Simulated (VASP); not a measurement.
A run of VASP 6.6.1:

Contents of INCAR:

```
PREC = Accurate ; ENCUT = 520
EDIFF = 1E-6 ; ISMEAR = 0
SIGMA = 0.01 ; LREAL = F
LASPH = T ; NELM = 100
ALGO = Normal ; ISIF = 2
LWAVE = F ; LCHARG = F
GGA = PS ; NBANDS = 16
```

KPOINTS

```
Automatic mesh
0
Gamma
  8 8 6
```

POSCAR

```
AlN
1.0
    3.1138302227     -0.0077845756     -0.0077845756
   -1.5636567515      2.7005483637     -0.0028493524
   -0.0124571318     -0.0124571318      4.9828527301
Al N
2 2
Direct
    0.3339765585      0.6669874734     -0.0010015347
    0.6669075270      0.3336598350      0.4989967248
    0.3337876546      0.6663495738      0.3810010101
    0.6653282599      0.3330031178      0.8810037997
```

Potentials or basis: VASP PAW PBE potentials, release 64 (Al, N).

Launch:

```bash
$ cat potpaw_PBE.64/Al/POTCAR potpaw_PBE.64/N/POTCAR > POTCAR
$ mpirun -np 1 vasp_std > vasp.out
```

Hardware: 1 thread of Intel(R) Xeon(R) Platinum 8375C CPU @ 2.90GHz (Ice Lake) (shared host).

Question: Estimate the wall time of this run.

Answer: Wall time 75 s on 1 thread of Intel(R) Xeon(R) Platinum 8375C CPU @ 2.90GHz (Ice Lake), with other jobs on the host, peak memory 0.23 GiB. Counts: scf iterations 12, k points 196.
